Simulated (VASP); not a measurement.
# Se (Fd-3m) in VASP: further runs

The runs below take Se through single point, with PBEsol.

All numbers are computed with VASP 6.6.1; they aren't measurements. Logs are shortened: lines on timing, memory, paths and dates and some standing lists are left out, and cuts for length are marked.

## 1. The cell of the first run

The structure is cubic, space group Fd-3m (No. 227). Conventional cell: a = 6.224 Å, b = 6.224 Å, c = 6.224 Å, α = 90.00°, β = 90.00°, γ = 90.00°. Within 3.6 Å of Se (site symmetry -43m) lie 4 Se at 2.70 Å.

## 2. Single point, PBEsol

INCAR

```
SYSTEM = Se
PREC     = Accurate       ! precision mode
ENCUT    = 500            ! plane-wave cutoff, eV
EDIFF    = 1E-6           ! SCF threshold, eV
ISMEAR   = -1             ! smearing method
SIGMA    = 0.1            ! smearing width, eV
LREAL    = .FALSE.        ! projectors in reciprocal space
LASPH    = .TRUE.         ! aspherical terms in the spheres
NELM     = 120            ! most SCF steps
ALGO     = Normal         ! electronic algorithm
ISIF     = 2              ! what is computed and relaxed
LWAVE    = .FALSE.        ! write WAVECAR
LCHARG   = .TRUE.         ! write CHGCAR
GGA      = PS             ! functional
LELF     = .TRUE.         ! ELF
LVHAR    = .TRUE.       
NBANDS   = 13             ! bands
GGA_COMPAT= .FALSE.
```

KPOINTS

```
regular mesh
0
G
  9 9 9
  0 0 0
```

POSCAR

```
Se
1.0
    0.0000000000      3.1119861359      3.1119861359
    3.1119861359      0.0000000000      3.1119861359
    3.1119861359      3.1119861359      0.0000000000
Se
2
Direct
    0.1250000000      0.1250000000      0.1250000000
    0.8750000000      0.8750000000      0.8750000000
```

Potentials or basis: VASP PAW PBE potentials, release 64 (Se).

On the command line:

```bash
$ cat potpaw_PBE.64/Se/POTCAR > POTCAR
$ mpirun -np 1 vasp_std > vasp.out
```

OUTCAR:

```text
SYSTEM = Se
   PREC = Accurate
   ENCUT = 500
   EDIFF = 1E-6
   ISMEAR = -1
   LREAL = .FALSE.
   LASPH = .TRUE.
   NELM = 120
   ISIF = 2
   GGA = PS

 ion  position               nearest neighbor table
   1  0.125  0.125  0.125-   2 2.70   2 2.70   2 2.70   2 2.70
   2  0.875  0.875  0.875-   1 2.70   1 2.70   1 2.70   1 2.70

  LATTYP: Found a face centered cubic cell.
 ALAT       =     6.2239722718

  Lattice vectors:

 A1 = (   0.0000000000,   3.1119861359,   3.1119861359)
 A2 = (   3.1119861359,   0.0000000000,   3.1119861359)
 A3 = (   3.1119861359,   3.1119861359,   0.0000000000)

Analysis of symmetry for initial positions (statically):
=====================================================================
 Subroutine PRICEL returns:
 Original cell was already a primitive cell.

 Routine SETGRP: Setting up the symmetry group for a
 face centered cubic supercell.

 Subroutine GETGRP returns: Found 48 space group operations
 (whereof 12 operations were pure point group operations)
 out of a pool of 48 trial point group operations.

The static configuration has the point symmetry D_3d.
 The point group associated with its full space group is O_h .

Analysis of symmetry for dynamics (positions and initial velocities):
=====================================================================
 Subroutine PRICEL returns:
 Original cell was already a primitive cell.

 Routine SETGRP: Setting up the symmetry group for a
 face centered cubic supercell.

 Subroutine GETGRP returns: Found 48 space group operations
 (whereof 12 operations were pure point group operations)
 out of a pool of 48 trial point group operations.

The dynamic configuration has the point symmetry D_3d.
 The point group associated with its full space group is O_h .

 Subroutine INISYM returns: Found 48 space group operations
 (whereof 12 operations are pure point group operations),
 and found     1 'primitive' translations

----------------------------------------------------------------------------------------

                                     Primitive cell

  volume of cell :      60.2758

  direct lattice vectors                    reciprocal lattice vectors
     0.000000000  3.111986136  3.111986136    -0.160669096  0.160669096  0.160669096
     3.111986136  0.000000000  3.111986136     0.160669096 -0.160669096  0.160669096
     3.111986136  3.111986136  0.000000000     0.160669096  0.160669096 -0.160669096

  length of vectors
     4.401012999  4.401012999  4.401012999     0.278287038  0.278287038  0.278287038

  position of ions in fractional coordinates (direct lattice)
     0.125000000  0.125000000  0.125000000
     0.875000000  0.875000000  0.875000000

  ion indices of the primitive-cell ions
   primitive index   ion index
                 1           1
                 2           2

----------------------------------------------------------------------------------------

 KPOINTS: regular mesh

Automatic generation of k-mesh.
 Grid dimensions read from file:
 generate k-points for:    9    9    9

 Generating k-lattice:

  Cartesian coordinates                     Fractional coordinates (reciprocal lattice)
    -0.017852122  0.017852122  0.017852122     0.111111111  0.000000000  0.000000000
     0.017852122 -0.017852122  0.017852122     0.000000000  0.111111111  0.000000000
     0.017852122  0.017852122 -0.017852122     0.000000000  0.000000000  0.111111111

  Length of vectors
     0.030920782  0.030920782  0.030920782

  Shift w.r.t. Gamma in fractional coordinates (k-lattice)
     0.000000000  0.000000000  0.000000000

 Subroutine IBZKPT returns following result:
 ===========================================

 Found     35 irreducible k-points:

 Following reciprocal coordinates:
            Coordinates               Weight
  0.000000  0.000000  0.000000      1.000000
  0.111111  0.000000  0.000000      8.000000
  0.222222  0.000000  0.000000      8.000000
  0.333333  0.000000  0.000000      8.000000
  0.444444  0.000000  0.000000      8.000000
  0.111111  0.111111  0.000000      6.000000
[... 16 lines left out ...]
 -0.333333  0.333333  0.000000     12.000000
  0.444444  0.444444  0.000000      6.000000
 [... further k-points ...]
   k-points           NKPTS =     35   k-points in BZ     NKDIM =     35   number of bands    NBANDS=     13
   number of dos      NEDOS =    301   number of ions     NIONS =      2
   total plane-waves  NPLWV =  32768
   dimension x,y,z NGX =    32 NGY =   32 NGZ =   32
   dimension x,y,z NGXF=    64 NGYF=   64 NGZF=   64
   ions per type =               2
   NGX,Y,Z   is equivalent  to a cutoff of  12.09, 12.09, 12.09 a.u.
   NGXF,Y,Z  is equivalent  to a cutoff of  24.18, 24.18, 24.18 a.u.
 SYSTEM =  Se
   PREC   = accura    normal or accurate (medium, high low for compatibility)
   ISTART =      0    job   : 0-new  1-cont  2-samecut
   ICHARG =      2    charge: 1-file 2-atom 10-const
   ISPIN  =      1    spin polarized calculation?
[... 58 lines left out ...]

 k-point     1 :       0.0000    0.0000    0.0000
  band No.  band energies     occupation
      1     -13.2481      2.00000
      2      -7.7631      2.00000
      3      -1.2279      2.00000
      4      -1.2279      2.00000
      5      -1.2279      2.00000
      6       1.5175      1.99944
      7       1.5175      1.99944
      8       1.5175      1.99944
      9       6.5275      0.00000
     10       9.9056      0.00000
     11       9.9056      0.00000
     12      11.8081      0.00000
     13      11.8081      0.00000

 k-point     2 :       0.1111    0.0000    0.0000
  band No.  band energies     occupation
      1     -13.1624      2.00000
      2      -7.9894      2.00000
      3      -1.3449      2.00000
      4      -1.3449      2.00000
      5      -1.2787      2.00000
      6       1.6837      1.99707
      7       1.6928      1.99680
      8       1.6928      1.99680
      9       6.9486      0.00000
     10       9.5542      0.00000
     11       9.5542      0.00000
     12      11.4363      0.00000
     13      12.5726      0.00000

 k-point     3 :       0.2222    0.0000    0.0000
  band No.  band energies     occupation
      1     -12.9182      2.00000
      2      -8.5586      2.00000
      3      -1.5920      2.00000
      4      -1.5920      2.00000
      5      -1.4745      2.00000
      6       2.0744      1.86409
      7       2.0744      1.86409
      8       2.2853      1.24939
      9       7.8418      0.00000
     10       9.2517      0.00000
     11       9.2517      0.00000
     12      11.0215      0.00000
     13      14.0384      0.00000

 k-point     4 :       0.3333    0.0000    0.0000
  band No.  band energies     occupation
      1     -12.5676      2.00000
      2      -9.2374      2.00000
      3      -1.8192      2.00000
      4      -1.8192      2.00000
      5      -1.7322      2.00000
      6       2.4241      0.58687
      7       2.4241      0.58687
      8       3.2304      0.00026
      9       8.4307      0.00000
     10       9.4523      0.00000
     11       9.4523      0.00000
     12      10.6675      0.00000
     13      13.7530      0.00000

 k-point     5 :       0.4444    0.0000    0.0000
  band No.  band energies     occupation
      1     -12.2579      2.00000
      2      -9.7432      2.00000
      3      -1.9472      2.00000
      4      -1.9472      2.00000
      5      -1.8985      2.00000
      6       2.6097      0.12191
      7       2.6097      0.12191
      8       4.0567      0.00000
      9       8.7633      0.00000
     10       9.5486      0.00000
     11      10.0897      0.00000
     12      10.0897      0.00000
     13      12.3461      0.00000
[... 257 lines left out ...]
 k-point    22 :      -0.4444    0.3333    0.0000
  band No.  band energies     occupation
      1     -11.5489      2.00000
      2     -10.6227      2.00000
      3      -3.1498      2.00000
      4      -2.5684      2.00000
      5       0.1467      2.00000
      6       1.4723      1.99965
      7       4.0605      0.00000
      8       4.1087      0.00000
      9       7.6937      0.00000
     10       9.1575      0.00000
     11      10.5706      0.00000
     12      13.3711      0.00000
     13      13.4773      0.00000

 k-point    23 :      -0.3333    0.3333    0.0000
  band No.  band energies     occupation
      1     -11.6756      2.00000
      2     -10.4741      2.00000
      3      -3.2915      2.00000
      4      -2.3850      2.00000
      5      -0.0115      2.00000
      6       2.1939      1.61168
      7       3.6328      0.00000
      8       3.8498      0.00000
      9       7.4552      0.00000
     10       9.6164      0.00000
     11       9.7068      0.00000
     12      13.2192      0.00000
     13      14.2982      0.00000

 k-point    24 :       0.4444    0.4444    0.0000
  band No.  band energies     occupation
      1     -11.5210      2.00000
      2     -10.6592      2.00000
      3      -2.7469      2.00000
      4      -2.7469      2.00000
      5       0.2873      2.00000
      6       0.3323      2.00000
      7       4.5579      0.00000
      8       4.5579      0.00000
      9       7.9388      0.00000
     10       9.0589      0.00000
     11      12.2466      0.00000
     12      12.2466      0.00000
     13      12.7481      0.00000

 [... further k-points ...]
[... 5 lines left out ...]
  --------------------------------------------------------------------------------------
  -------------------------------------------------------------------------------------
  Total        0.0184690      0.0184690      0.0184690     -0.0000000      0.0000000      0.0000000
  in kB        0.4909199      0.4909199      0.4909199     -0.0000000      0.0000000      0.0000000
  external PRESSURE =       0.4909199 kB  Pullay stress =       0.0000000 kB

 VOLUME and BASIS-vectors are now :
 -----------------------------------------------------------------------------
  energy-cutoff  :      500.00
  volume of cell :       60.28
      direct lattice vectors                 reciprocal lattice vectors
     0.000000000  3.111986136  3.111986136    -0.160669096  0.160669096  0.160669096
     3.111986136  0.000000000  3.111986136     0.160669096 -0.160669096  0.160669096
     3.111986136  3.111986136  0.000000000     0.160669096  0.160669096 -0.160669096

 POSITION                                       TOTAL-FORCE (eV/Angst)
 -----------------------------------------------------------------------------------
      0.77800      0.77800      0.77800         0.000000      0.000000      0.000000
      5.44598      5.44598      5.44598        -0.000000     -0.000000     -0.000000
 -----------------------------------------------------------------------------------
    total drift:                                0.000000      0.000000     -0.000000

  FREE ENERGIE OF THE ION-ELECTRON SYSTEM (eV)
  ---------------------------------------------------
  free  energy   TOTEN  =        -6.6631245206 eV

  energy  without entropy=       -6.6062259695  energy(sigma->0) =       -6.63467525
```

It took 11 s on 1 thread of Intel Xeon Platinum 8559C (Emerald Rapids), shared host; peak memory 0.17 GiB.

What came out:

| Property | Result |
| --- | --- |
| Free energy | -6.6631 eV |
| Pressure | 0.0 GPa |
| Band gap on the k mesh | zero (band 6 reaches 2.61 eV, above the bottom of band 7 at 1.52 eV) |

Levels at points of the mesh, in eV from the Fermi level:
| k point | band 4 | band 5 | band 6 | band 7 | band 8 | band 9 |
| --- | --- | --- | --- | --- | --- | --- |
| (0.00, 0.00, 0.00) | -3.56 | -3.56 | -0.82 | -0.82 | -0.82 | 4.19 |

Caveat: the PAW data sets were made with another functional, which shifts forces and pressure a little.

## 3. Single point, PBEsol (volume scaled by 0.88)

INCAR

```
SYSTEM = Se
  ALGO = Normal
  EDIFF = 1E-6
  ENCUT = 500
  GGA = PS
  GGA_COMPAT = .False.
  ISIF = 2
  ISMEAR = -1
  LASPH = .True.
  LCHARG = .False.
  LREAL = .False.
  LWAVE = .False.
  NBANDS = 13
  NELM = 120
  PREC = Accurate
  SIGMA = 0.1
```

KPOINTS

```
k-points
0
Gamma
  10 10 10
  0 0 0
```

POSCAR

```
Se
1.0
    0.0000000000      2.9821664333      2.9821664333
    2.9821664333      0.0000000000      2.9821664333
    2.9821664333      2.9821664333      0.0000000000
Se
2
Direct
    0.1250000000      0.1250000000      0.1250000000
    0.8750000000      0.8750000000      0.8750000000
```

Potentials or basis: VASP PAW PBE potentials, release 64 (Se).

On the command line:

```bash
$ cat potpaw_PBE.64/Se/POTCAR > POTCAR
$ mpirun -np 1 vasp_std > vasp.out
```

Run time: 9.6 s. Hardware: 1 thread of Intel Xeon Platinum 8559C (Emerald Rapids), shared host; peak memory 0.18 GiB.

The run converged. Its results:

| Property | Result |
| --- | --- |
| Free energy | -6.5146 eV |
| Pressure | 7.4 GPa |
| Band gap on the k mesh | zero (band 6 reaches 3.85 eV, above the bottom of band 7 at 2.52 eV) |

Levels at points of the mesh, in eV from the Fermi level:
```csv
k point,band 4,band 5,band 6,band 7,band 8,band 9
"(0.00, 0.00, 0.00)",-4.04,-4.04,-1.02,-1.02,-1.02,4.15
"(0.50, 0.00, 0.00)",-4.90,-4.66,0.24,0.24,2.47,6.66
"(0.50, 0.50, 0.00)",-5.85,-2.28,-2.28,2.84,2.84,6.32
```

Caveat: the PAW data sets were made with another functional, which shifts forces and pressure a little.

## 4. Single point, PBEsol (volume scaled by 0.92)

INCAR

```
PREC = Accurate
ENCUT = 500
EDIFF = 1E-6
ISMEAR = -1
SIGMA = 0.1
LREAL = False
LASPH = True
NELM = 120
ALGO = Normal
ISIF = 2
LWAVE = False
LCHARG = False
GGA = PS
NBANDS = 13
GGA_COMPAT = False
```

KPOINTS

```
Automatic mesh
0
Gamma
  10 10 10
```

POSCAR

```
Se
1.0
    0.0000000000      3.0266829431      3.0266829431
    3.0266829431      0.0000000000      3.0266829431
    3.0266829431      3.0266829431      0.0000000000
Se
2
Direct
    0.1250000000      0.1250000000      0.1250000000
    0.8750000000      0.8750000000      0.8750000000
```

On the command line:

```bash
$ cat potpaw_PBE.64/Se/POTCAR > POTCAR
$ mpirun -np 1 vasp_std > vasp.out
```

Wall time 10 s (1 thread of Intel Xeon Platinum 8559C (Emerald Rapids), shared host); peak memory 0.17 GiB.

Results (log left out):

- Free energy: -6.6024 eV
- Pressure: 4.4 GPa
- Band gap on the k mesh: zero (band 6 reaches 3.37 eV, above the bottom of band 7 at 2.16 eV)

Levels at points of the mesh, in eV from the Fermi level:
| k point | band 2 | band 3 | band 4 | band 5 | band 6 | band 7 | band 8 | band 9 | band 10 | band 11 |
| --- | --- | --- | --- | --- | --- | --- | --- | --- | --- | --- |
| (0.00, 0.00, 0.00) | -9.82 | -3.87 | -3.87 | -3.87 | -0.95 | -0.95 | -0.95 | 4.16 | 7.47 | 7.47 |
| (0.50, 0.00, 0.00) | -12.35 | -4.68 | -4.68 | -4.53 | 0.26 | 0.26 | 2.25 | 6.67 | 6.81 | 8.01 |
| (0.50, 0.50, 0.00) | -13.78 | -5.59 | -5.59 | -2.19 | -2.19 | 2.65 | 2.65 | 6.24 | 6.24 | 9.82 |

Caveat: the PAW data sets were made with another functional, which shifts forces and pressure a little.

## 5. Single point, PBEsol (volume scaled by 0.96)

INCAR

```
SYSTEM = Se
PREC     = Accurate       ! precision mode
ENCUT    = 500            ! plane-wave cutoff, eV
EDIFF    = 1E-6           ! SCF threshold, eV
ISMEAR   = -1             ! smearing method
SIGMA    = 0.1            ! smearing width, eV
LREAL    = .False.        ! projectors in reciprocal space
LASPH    = .True.         ! aspherical terms in the spheres
NELM     = 120            ! most SCF steps
ALGO     = Normal         ! electronic algorithm
ISIF     = 2              ! what is computed and relaxed
LWAVE    = .False.        ! write WAVECAR
LCHARG   = .True.         ! write CHGCAR
GGA      = PS             ! functional
LELF     = .True.         ! ELF
LVHAR    = .True.       
NBANDS   = 13             ! bands
GGA_COMPAT= .False.
```

KPOINTS

```
regular mesh
0
Gamma
  10 10 10
  0 0 0
```

POSCAR

```
Se
1.0
    0.0000000000      3.0699271134      3.0699271134
    3.0699271134      0.0000000000      3.0699271134
    3.0699271134      3.0699271134      0.0000000000
Se
2
Direct
    0.1250000000      0.1250000000      0.1250000000
    0.8750000000      0.8750000000      0.8750000000
```

On the command line:

```bash
$ cat potpaw_PBE.64/Se/POTCAR > POTCAR
$ mpirun -np 1 vasp_std > vasp.out
```

Run time: 12 s. Hardware: 1 thread of Intel Xeon Platinum 8559C (Emerald Rapids), shared host; peak memory 0.18 GiB.

It converged, with:

| Property | Result |
| --- | --- |
| Free energy | -6.6499 eV |
| Pressure | 2.0 GPa |
| Band gap on the k mesh | zero (band 6 reaches 2.99 eV, above the bottom of band 7 at 1.83 eV) |

Levels at points of the mesh, in eV from the Fermi level:
```tsv
k point	band 3	band 4	band 5	band 6	band 7	band 8	band 9	band 10
(0.00, 0.00, 0.00)	-3.71	-3.71	-3.71	-0.88	-0.88	-0.88	4.18	7.52
(0.50, 0.00, 0.00)	-4.49	-4.49	-4.39	0.28	0.28	2.04	6.70	6.78
(0.50, 0.50, 0.00)	-5.34	-5.34	-2.11	-2.11	2.48	2.48	6.18	6.18
```

Caveat: the PAW data sets were made with another functional, which shifts forces and pressure a little.

## 6. Single point, PBEsol

INCAR

```
ALGO     = Normal         # electronic algorithm
EDIFF    = 1E-6           # SCF threshold, eV
ENCUT    = 500            # plane-wave cutoff, eV
GGA      = PS             # functional
GGA_COMPAT= F            
ISIF     = 2              # what is computed and relaxed
ISMEAR   = -1             # smearing method
LASPH    = T              # aspherical terms in the spheres
LCHARG   = T              # write CHGCAR
LELF     = T              # ELF
LREAL    = F              # projectors in reciprocal space
LVHAR    = T            
LWAVE    = F              # write WAVECAR
NBANDS   = 13             # bands
NELM     = 120            # most SCF steps
PREC     = Accurate       # precision mode
SIGMA    = 0.1            # smearing width, eV
```

KPOINTS

```
k-points
0
Gamma
  10 10 10
```

POSCAR

```
Se
1.0
    0.0000000000      3.1119861359      3.1119861359
    3.1119861359      0.0000000000      3.1119861359
    3.1119861359      3.1119861359      0.0000000000
Se
2
Direct
    0.1250000000      0.1250000000      0.1250000000
    0.8750000000      0.8750000000      0.8750000000
```

Potentials or basis: VASP PAW PBE potentials, release 64 (Se).

On the command line:

```bash
$ cat potpaw_PBE.64/Se/POTCAR > POTCAR
$ mpirun -np 1 vasp_std > vasp.out
```

Wall time 11 s (1 thread of Intel Xeon Platinum 8559C (Emerald Rapids), shared host); peak memory 0.18 GiB.

It converged, with:

| Quantity | Value |
| --- | --- |
| Free energy | -6.6646 eV |
| Pressure | 0.0 GPa |
| Band gap on the k mesh | zero (band 6 reaches 2.63 eV, above the bottom of band 7 at 1.52 eV) |

Levels at points of the mesh, in eV from the Fermi level:
```
           k point  band 3  band 4  band 5  band 6  band 7  band 8  band 9  band 10
(0.00, 0.00, 0.00)   -3.56   -3.56   -3.56   -0.82   -0.82   -0.82    4.19     7.57
(0.50, 0.00, 0.00)   -4.30   -4.30   -4.26    0.30    0.30    1.86    6.72     6.76
(0.50, 0.50, 0.00)   -5.11   -5.11   -2.03   -2.03    2.33    2.33    6.14     6.14
```

Caveat: the PAW data sets were made with another functional, which shifts forces and pressure a little.

## 7. Overview

| cell | k mesh | gap on the mesh (eV) | pressure (GPa) |
| --- | --- | --- | --- |
| a = 4.401 Å, angles 60.0°, 2 atoms | 9 × 9 × 9 | none | 0.0 |
| a = 4.217 Å, angles 60.0°, 2 atoms | 10 × 10 × 10 | none | 7.4 |
| a = 4.280 Å, angles 60.0°, 2 atoms | 10 × 10 × 10 | none | 4.4 |
| a = 4.342 Å, angles 60.0°, 2 atoms | 10 × 10 × 10 | none | 2.0 |
| a = 4.401 Å, angles 60.0°, 2 atoms | 10 × 10 × 10 | none | 0.0 |

Alike in all rows: task single point; level PBEsol; potentials or basis VASP PAW PBE potentials, release 64 (Se); no spin polarisation; cutoff (eV) 500; smearing fermi-dirac 0.1 eV.

Caveats: the PAW data sets were made with another functional, which shifts forces and pressure a little.

Absolute energies hang on the potentials; compare differences alone.
